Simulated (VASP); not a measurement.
Set up this calculation in VASP 6.6.1, as the native input.

```
Task                   : relaxation of cell and atoms
Functional             : LDA
Potentials or basis    : VASP PAW LDA potentials, release 64 (Ti_sv, Os)
Cutoff                 : 600 eV
k mesh                 : 14 × 14 × 14
Occupations            : gaussian, width 0.1 eV
Spin                   : no spin polarisation
Dipole correction      : no
Further INCAR settings : ALGO = Normal; EDIFF = 1e-06; IBRION = 2; EDIFFG = -0.005; NSW = 100; ISIF = 3
```

The structure of TiOs lies in POSCAR:

```
TiOs
1.0
    3.0398976923      0.0000000000      0.0000000000
    0.0000000000      3.0398976923      0.0000000000
    0.0000000000      0.0000000000      3.0398976923
Ti Os
1 1
Direct
    0.5000000000      0.5000000000      0.5000000000
    0.0000000000      0.0000000000      0.0000000000
```

The input as run:

INCAR

```
PREC = Accurate
ENCUT = 600
EDIFF = 1E-6
ISMEAR = 0
SIGMA = 0.1
LREAL = F
LASPH = T
NELM = 100
ALGO = Normal
ISIF = 3
LWAVE = F
LCHARG = F
IBRION = 2
NSW = 100
EDIFFG = -0.005
```

KPOINTS

```
regular mesh
0
Gamma
  14 14 14
```

Potentials or basis: VASP PAW LDA potentials, release 64 (Ti_sv, Os).

The run is started by

```console
$ cat potpaw_LDA.64/Ti_sv/POTCAR potpaw_LDA.64/Os/POTCAR > POTCAR
$ mpirun -np 1 vasp_std > vasp.out
```

Results of the run:

```
Relaxed volume                        : 14.07 Å³/atom
Relaxed cell                          : a = 3.042 Å, b = 3.042 Å, c = 3.042 Å, α = 90.00°, β = 90.00°, γ = 90.00°
Space group after relaxing (to 0.1 Å) : Pm-3m (No. 221)
Energy gained by relaxing             : 0.0 meV/atom
Ionic steps                           : 3
Pressure after relaxing               : 0.0 GPa
Band gap on the k mesh                : zero (bands 10 and 11 overlap by 1.73 eV)
```

Caveat: spin-orbit coupling is left out, which moves the levels of the heavy elements.

It took 70 s on 1 thread of Intel(R) Xeon(R) Platinum 8488C (Sapphire Rapids) (shared host), peak memory 0.18 GiB.
